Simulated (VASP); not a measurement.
# SnO2 (Pnnm) in VASP: further runs, part 2 of 2

VASP 6.6.1. Earlier steps stand in the parts before.

## (3) Single point, LDA (atoms shifted along a free coordinate)

INCAR reads:

```
  PREC = Accurate
  ENCUT = 520
  EDIFF = 1E-7
  ISMEAR = 0
  SIGMA = 0.05
  LREAL = F
  LASPH = T
  NELM = 60
  ALGO = Normal
  ISIF = 2
  LWAVE = F
  LCHARG = F
  GGA = CA
  NBANDS = 35
```

KPOINTS reads:

```
regular mesh
0
Gamma
  6 6 8
```

POSCAR reads:

```
SnO2
1.0
    4.5508719057      0.0000000000      0.0000000000
    0.0000000000      4.5514309592      0.0000000000
    0.0000000000      0.0000000000      3.0745939119
Sn O
2 4
Direct
    0.5000000000      0.5000000000      0.5000000000
    0.0000000000      0.0000000000      0.0000000000
    0.3059833077      0.2802382207      0.0000000000
    0.8059833077      0.2197617793      0.5000000000
    0.1940166923      0.7802382207      0.5000000000
    0.6940166923      0.7197617793      0.0000000000
```

Potentials or basis: VASP PAW LDA potentials, release 64 (Sn_d, O).

Started as:

```sh
> cat potpaw_LDA.64/Sn_d/POTCAR potpaw_LDA.64/O/POTCAR > POTCAR
> mpirun -np 1 vasp_std > vasp.out
```

OUTCAR:

```text
PREC = Accurate
   ENCUT = 520
   EDIFF = 1E-7
   ISMEAR = 0
   LREAL = F
   LASPH = T
   NELM = 60
   ISIF = 2
   GGA = CA

 ion  position               nearest neighbor table
   1  0.500  0.500  0.500-   5 1.89   4 1.89   6 2.04   6 2.04   3 2.04   3 2.04   2 3.57   2 3.57
                             2 3.57   2 3.57   2 3.57   2 3.57   2 3.57   2 3.57
   2  0.000  0.000  0.000-   3 1.89   6 1.89   4 2.04   4 2.04   5 2.04   5 2.04   1 3.57   1 3.57
                             1 3.57   1 3.57   1 3.57   1 3.57   1 3.57   1 3.57
   3  0.306  0.280  0.000-   2 1.89   1 2.04   1 2.04
   4  0.806  0.220  0.500-   1 1.89   2 2.04   2 2.04
   5  0.194  0.780  0.500-   1 1.89   2 2.04   2 2.04
   6  0.694  0.720  0.000-   2 1.89   1 2.04   1 2.04

  LATTYP: Found a simple orthorhombic cell.
 ALAT       =     3.0745939119
 B/A-ratio  =     1.4801538142
 C/A-ratio  =     1.4803356442

  Lattice vectors:

 A1 = (   0.0000000000,   0.0000000000,   3.0745939119)
 A2 = (   4.5508719057,   0.0000000000,   0.0000000000)
 A3 = (   0.0000000000,   4.5514309592,   0.0000000000)

Analysis of symmetry for initial positions (statically):
=====================================================================
 Subroutine PRICEL returns:
 Original cell was already a primitive cell.

 Routine SETGRP: Setting up the symmetry group for a
 simple orthorhombic supercell.

 Subroutine GETGRP returns: Found  8 space group operations
 (whereof  4 operations were pure point group operations)
 out of a pool of  8 trial point group operations.

The static configuration has the point symmetry C_2h.
 The point group associated with its full space group is D_2h.

Analysis of symmetry for dynamics (positions and initial velocities):
=====================================================================
 Subroutine PRICEL returns:
 Original cell was already a primitive cell.

 Routine SETGRP: Setting up the symmetry group for a
 simple orthorhombic supercell.

 Subroutine GETGRP returns: Found  8 space group operations
 (whereof  4 operations were pure point group operations)
 out of a pool of  8 trial point group operations.

The dynamic configuration has the point symmetry C_2h.
 The point group associated with its full space group is D_2h.

 Subroutine INISYM returns: Found  8 space group operations
 (whereof  4 operations are pure point group operations),
 and found     1 'primitive' translations

----------------------------------------------------------------------------------------

                                     Primitive cell

  volume of cell :      63.6840

  direct lattice vectors                    reciprocal lattice vectors
     4.550871906  0.000000000  0.000000000     0.219738112  0.000000000  0.000000000
     0.000000000  4.551430959  0.000000000     0.000000000  0.219711121  0.000000000
     0.000000000  0.000000000  3.074593912     0.000000000  0.000000000  0.325246204

  length of vectors
     4.550871906  4.551430959  3.074593912     0.219738112  0.219711121  0.325246204

  position of ions in fractional coordinates (direct lattice)
     0.500000000  0.500000000  0.500000000
     0.000000000  0.000000000  0.000000000
     0.305983308  0.280238221  0.000000000
     0.805983308  0.219761779  0.500000000
     0.194016692  0.780238221  0.500000000
     0.694016692  0.719761779  0.000000000

  ion indices of the primitive-cell ions
   primitive index   ion index
                 1           1
                 2           2
                 3           3
                 4           4
                 5           5
[... 32 lines left out ...]
  0.333333  0.000000  0.000000      2.000000
  0.500000  0.000000  0.000000      1.000000
  0.000000  0.166667  0.000000      2.000000
  0.166667  0.166667  0.000000      4.000000
[... 16 lines left out ...]
  0.333333  0.166667  0.125000      8.000000
  0.500000  0.166667  0.125000      4.000000
 [... further k-points ...]
   k-points           NKPTS =     80   k-points in BZ     NKDIM =     80   number of bands    NBANDS=     35
   number of dos      NEDOS =    301   number of ions     NIONS =      6
   total plane-waves  NPLWV =  31104
   dimension x,y,z NGX =    36 NGY =   36 NGZ =   24
   dimension x,y,z NGXF=    72 NGYF=   72 NGZF=   48
   ions per type =               2   4
   NGX,Y,Z   is equivalent  to a cutoff of  13.15, 13.15, 12.98 a.u.
   NGXF,Y,Z  is equivalent  to a cutoff of  26.30, 26.30, 25.95 a.u.
 SYSTEM =  unknown system
   PREC   = accura    normal or accurate (medium, high low for compatibility)
   ISTART =      0    job   : 0-new  1-cont  2-samecut
   ICHARG =      2    charge: 1-file 2-atom 10-const
   ISPIN  =      1    spin polarized calculation?
   LNONCOLLINEAR =      F non collinear calculations
   LSORBIT =      F    spin-orbit coupling
   LASPH  =      T    aspherical Exc in radial PAW
   ENCUT  =  520.0 eV  38.22 Ry    6.18 a.u.   8.46  8.46  5.72*2*pi/ulx,y,z
   NELM   =     60;   NELMIN=  2; NELMDL= -5     # of ELM steps
   EDIFF  = 0.1E-06   stopping-criterion for ELM
   LREAL  =      F    real-space projection
   EDIFFG = 0.1E-05   stopping-criterion for IOM
   NSW    =      0    number of steps for IOM
   IBRION =     -1    ionic relax: 0-MD 1-quasi-New 2-CG
   NFREE  =      0    steps in history (QN), initial steepest desc. (CG)
   ISIF   =      2    stress and relaxation
   ISYM   =      2    0-nonsym 1-usesym 2-fastsym
   POTIM  = 0.5000    time-step for ionic-motion
   TEBEG  =    0.0;   TEEND  =   0.0 temperature during run
   PSTRESS=    0.0 pullay stress
   NELECT =      52.0000    total number of electrons
   NUPDOWN=      -1.0000    fix difference up-down
   EMIN   =  10.00;   EMAX   =-10.00  energy-range for DOS
   EFERMI =   0.00;   METHOD = LEGACY
   ISMEAR =     0;   SIGMA  =   0.05  broadening in eV -4-tet -1-fermi 0-gaus
   EFERMI_NEDOS =   21; number of points for ismear=-14 and -15
   IALGO  =     38    algorithm
   IMIX   =      4    mixing-type and parameters
     AMIX     =   0.40;   BMIX     =  1.00
     AMIX_MAG =   1.60;   BMIX_MAG =  1.00
  volume/ion in A,a.u.               =      10.61        71.63
  Fermi-wavevector in a.u.,A,eV,Ry     =   1.530145  2.891554 31.855903  2.341343
  Thomas-Fermi vector in A             =   2.637668
   LORBIT       =      0    0 simple, 1 ext, 2 COOP (PROOUT), +10 PAW based schemes
   GGA     = CA    functional components
   LHFCALC =     F    Hartree Fock is set to
   AEXX    =    0.0000 exact exchange contribution
   IVDW    =     0    specifies the selected vdW correction
   LEPSILON=     F    determine dielectric tensor
   LRPA    =     F    only Hartree local field effects (RPA)
 non-spin polarized calculation
 Gauss-broadening in eV      SIGMA  =   0.05
  energy-cutoff  :      520.00
  volume of cell :       63.68
 maximum number of plane-waves:      1736
 NGX is ok and might be reduce to    36
   NGX = 17   NGY = 17   NGZ = 11

 number of electron      52.0000045 magnetization

 Free energy of the ion-electron system (eV)
  ---------------------------------------------------
  ext. energy  EPLUGINS =         0.00000000
  ---------------------------------------------------
  free energy    TOTEN  =       -41.24623136 eV

  energy without entropy =      -41.24623136  energy(sigma->0) =      -41.24623136

 E-fermi :   7.5196     XC(G=0): -12.4402

 val. band max:        7.3226939983   @ k =   0.0000   0.0000   0.0000
 cond. band min:       9.7082432122   @ k =   0.0000   0.0000   0.0000
 fundamental gap:      2.3855492139
 Fermi energy:         7.5196232191

 k-point     1 :       0.0000    0.0000    0.0000
  band No.  band energies     occupation
      1     -14.0736      2.00000
      2     -12.9641      2.00000
      3     -12.7273      2.00000
      4     -12.4832      2.00000
      5     -12.4049      2.00000
      6     -12.3974      2.00000
[... 901 lines left out ...]
     34      19.8023      0.00000
     35      20.4456      0.00000

 [... further k-points ...]
[... 5 lines left out ...]
  --------------------------------------------------------------------------------------
  -------------------------------------------------------------------------------------
  Total       14.3674316     12.3120654     11.0790151     -0.0000000      0.0000000      0.0000000
  in kB      361.4592852    309.7498904    278.7285157     -0.0000000      0.0000000      0.0000000
  external PRESSURE =     316.6458971 kB  Pullay stress =       0.0000000 kB

 VOLUME and BASIS-vectors are now :
 -----------------------------------------------------------------------------
  energy-cutoff  :      520.00
  volume of cell :       63.68
      direct lattice vectors                 reciprocal lattice vectors
     4.550871906  0.000000000  0.000000000     0.219738112  0.000000000  0.000000000
     0.000000000  4.551430959  0.000000000     0.000000000  0.219711121  0.000000000
     0.000000000  0.000000000  3.074593912     0.000000000  0.000000000  0.325246204

 POSITION                                       TOTAL-FORCE (eV/Angst)
 -----------------------------------------------------------------------------------
      2.27544      2.27572      1.53730         0.000000      0.000000      0.000000
      0.00000      0.00000      0.00000         0.000000      0.000000      0.000000
      1.39249      1.27548      0.00000         1.707513      1.610648      0.000000
      3.66793      1.00023      1.53730         1.707513     -1.610648      0.000000
      0.88295      3.55120      1.53730        -1.707513      1.610648     -0.000000
      3.15838      3.27595      0.00000        -1.707513     -1.610648     -0.000000
 -----------------------------------------------------------------------------------
    total drift:                                0.000000     -0.000000     -0.000000

  FREE ENERGIE OF THE ION-ELECTRON SYSTEM (eV)
  ---------------------------------------------------
  free  energy   TOTEN  =       -41.2462313638 eV

  energy  without entropy=      -41.2462313638  energy(sigma->0) =      -41.24623136
```

OSZICAR:

```text
N       E                     dE             d eps       ncg     rms          rms(c)
DAV:   1     0.630427939394E+03    0.63043E+03   -0.25698E+04  6277   0.241E+03
DAV:   2     0.493728358043E+02   -0.58106E+03   -0.54666E+03  6046   0.616E+02
DAV:   3    -0.433436266080E+02   -0.92716E+02   -0.91356E+02  6098   0.209E+02
DAV:   4    -0.477978489621E+02   -0.44542E+01   -0.44250E+01  7073   0.490E+01
DAV:   5    -0.479102886523E+02   -0.11244E+00   -0.11230E+00  7090   0.813E+00    0.174E+01
DAV:   6    -0.413061997179E+02    0.66041E+01   -0.17071E+01  8955   0.647E+01    0.726E+00
DAV:   7    -0.413415574708E+02   -0.35358E-01   -0.22115E+00  6375   0.859E+00    0.346E+00
DAV:   8    -0.412606717462E+02    0.80886E-01   -0.19448E-01  8205   0.538E+00    0.788E-01
DAV:   9    -0.412461256724E+02    0.14546E-01   -0.33733E-02  9223   0.357E+00    0.156E-01
DAV:  10    -0.412462339532E+02   -0.10828E-03   -0.34153E-03  6411   0.396E-01    0.751E-02
DAV:  11    -0.412462326909E+02    0.12623E-05   -0.18466E-04  8535   0.106E-01    0.209E-02
DAV:  12    -0.412462321528E+02    0.53811E-06   -0.11281E-05  7764   0.524E-02    0.658E-03
DAV:  13    -0.412462313510E+02    0.80175E-06   -0.34933E-06  8097   0.383E-02    0.237E-03
DAV:  14    -0.412462313638E+02   -0.12805E-07   -0.60399E-07  7589   0.787E-03
   1 F= -.41246231E+02 E0= -.41246231E+02  d E =-.179487E-10
```

It took 64 s on 1 thread of Intel Xeon 6975P-C (Granite Rapids), shared host; peak memory 0.24 GiB.

Results:

- Free energy: -41.2462 eV
- Pressure: 31.7 GPa
- Largest force: 2.347 eV/Å
- Band gap on the k mesh: 2.39 eV

Forces in eV/Å, atoms in the order of the input:
```
Sn   0.000  0.000  0.000
Sn   0.000  0.000  0.000
O    1.708  1.611  0.000
O    1.708 -1.611  0.000
O   -1.708  1.611  0.000
O   -1.708 -1.611  0.000
```

Levels at points of the mesh, in eV from the valence-band top:
```tsv
k point	band 22	band 23	band 24	band 25	band 26	band 27	band 28	band 29	band 30	band 31
(0.00, 0.00, 0.00)	-1.26	-1.19	-0.94	-0.86	0.00	2.39	6.56	6.57	7.44	10.29
(0.50, 0.00, 0.00)	-2.56	-1.20	-1.20	-0.66	-0.66	5.69	5.69	8.01	8.01	11.84
(0.00, 0.50, 0.00)	-2.25	-1.20	-1.20	-0.55	-0.55	5.55	5.55	7.48	7.48	12.33
(0.50, 0.50, 0.00)	-2.69	-1.34	-1.34	-0.99	-0.99	6.39	6.39	8.30	8.30	12.20
(0.00, 0.00, 0.50)	-3.16	-2.06	-2.06	-1.37	-1.37	7.22	7.22	10.21	10.21	11.26
(0.50, 0.00, 0.50)	-1.84	-1.43	-1.43	-0.49	-0.49	7.53	7.53	8.58	8.58	11.87
(0.00, 0.50, 0.50)	-2.11	-1.21	-1.21	-0.70	-0.70	7.63	7.63	8.68	8.68	11.40
(0.50, 0.50, 0.50)	-1.93	-0.94	-0.94	-0.91	-0.91	5.18	5.18	9.50	9.50	11.75
```

Caveat: the cell differs from its parent crystal (atoms shifted along a free coordinate); the stress differs along the axes, from 28 to 36 GPa; spin-orbit coupling is left out, which moves the levels of the heavy elements; forces of over 1 eV/Å act on the atoms, so gaps and moduli don't describe the material at rest.

## (4) Single point, LDA (atoms shifted along a free coordinate)

INCAR reads:

```
SYSTEM = SnO2
PREC = Accurate ; ENCUT = 1340
EDIFF = 1E-6 ; ISMEAR = 0
SIGMA = 0.05 ; LREAL = .FALSE.
LASPH = .TRUE. ; NELM = 120
ALGO = Normal ; ISIF = 2
LWAVE = .FALSE. ; LCHARG = .FALSE.
GGA = CA ; NBANDS = 35
GGA_COMPAT = .FALSE.
```

KPOINTS reads:

```
Automatic mesh
0
G
  6 6 8
  0 0 0
```

Edit POSCAR of step 3 so:

```diff
@@ -2,5 +2,5 @@
 1.0
-    4.5508719057      0.0000000000      0.0000000000
-    0.0000000000      4.5514309592      0.0000000000
-    0.0000000000      0.0000000000      3.0745939119
+    4.7222897775      0.0000000000      0.0000000000
+    0.0000000000      4.7228698889      0.0000000000
+    0.0000000000      0.0000000000      3.1904047622
 Sn O
```

Potentials or basis: VASP PAW LDA potentials, release 64 (Sn_d, O_h).

Started as:

```sh
> cat potpaw_LDA.64/Sn_d/POTCAR potpaw_LDA.64/O_h/POTCAR > POTCAR
> mpirun -np 1 vasp_std > vasp.out
```

Wall time 8.1 min (1 thread of Intel Xeon Platinum 8488C (Sapphire Rapids), shared host); peak memory 0.72 GiB.

Results (log left out):

- Free energy: -41.9815 eV
- Pressure: 0.2 GPa
- Largest force: 1.918 eV/Å
- Band gap on the k mesh: 1.04 eV

Forces in eV/Å, atoms in the order of the input:
```
Sn   0.000  0.000  0.000
Sn   0.000  0.000  0.000
O    1.312  1.399  0.000
O    1.312 -1.399  0.000
O   -1.312  1.399  0.000
O   -1.312 -1.399  0.000
```

Stress tensor (GPa, compression positive):
```
 3.67  0.00  0.00
 0.00 -0.21  0.00
 0.00  0.00 -2.88
```

Levels at points of the mesh, in eV from the valence-band top:
```
           k point  band 23  band 24  band 25  band 26  band 27  band 28  band 29  band 30
(0.00, 0.00, 0.00)    -1.22    -0.79    -0.72     0.00     1.04     6.00     6.02     6.47
(0.50, 0.00, 0.00)    -1.19    -1.19    -0.58    -0.58     4.45     4.45     7.33     7.33
(0.00, 0.50, 0.00)    -1.19    -1.19    -0.47    -0.47     4.32     4.32     6.89     6.89
(0.50, 0.50, 0.00)    -1.35    -1.35    -0.86    -0.86     5.07     5.07     7.49     7.49
(0.00, 0.00, 0.50)    -1.72    -1.72    -1.17    -1.17     5.85     5.85     9.24     9.24
(0.50, 0.00, 0.50)    -1.18    -1.18    -0.58    -0.58     6.11     6.11     7.61     7.61
(0.00, 0.50, 0.50)    -0.99    -0.99    -0.79    -0.79     6.20     6.20     7.71     7.71
(0.50, 0.50, 0.50)    -0.80    -0.80    -0.76    -0.76     4.06     4.06     9.08     9.08
```

Caveat: the cell differs from its parent crystal (atoms shifted along a free coordinate); the stress differs along the axes, from -3 to 4 GPa; spin-orbit coupling is left out, which moves the levels of the heavy elements; forces of over 1 eV/Å act on the atoms, so gaps and moduli don't describe the material at rest.

## (5) Summary

| potentials or basis | cell | cutoff (eV) | gap on the mesh (eV) | pressure (GPa) | largest force (eV/Å) |
| --- | --- | --- | --- | --- | --- |
| VASP PAW LDA potentials, release 64 (Sn_d, O) | a = 4.491, b = 4.491, c = 3.034 Å, 6 atoms, atomic positions A | 520 | 2.87 | 48.5 | 4.08 |
| VASP PAW LDA potentials, release 64 (Sn_d, O) | a = 4.551, b = 4.551, c = 3.075 Å, 6 atoms, atomic positions B | 520 | 2.39 | 31.7 | 2.35 |
| VASP PAW LDA potentials, release 64 (Sn_d, O_h) | a = 4.722, b = 4.723, c = 3.190 Å, 6 atoms, atomic positions B | 1340 | 1.04 | 0.2 | 1.92 |

Alike in all rows: task single point; level LDA; no spin polarisation; k mesh 6 × 6 × 8; smearing gaussian 0.05 eV.

Caveats: spin-orbit coupling is left out, which moves the levels of the heavy elements; forces of over 1 eV/Å act on the atoms, so gaps and moduli don't describe the material at rest; the stress differs along the axes, from 38 to 60 GPa (at least some runs); the stress differs along the axes, from 28 to 36 GPa (at least some runs); the stress differs along the axes, from -3 to 4 GPa (at least some runs).

Absolute energies hang on the potentials; compare differences alone.
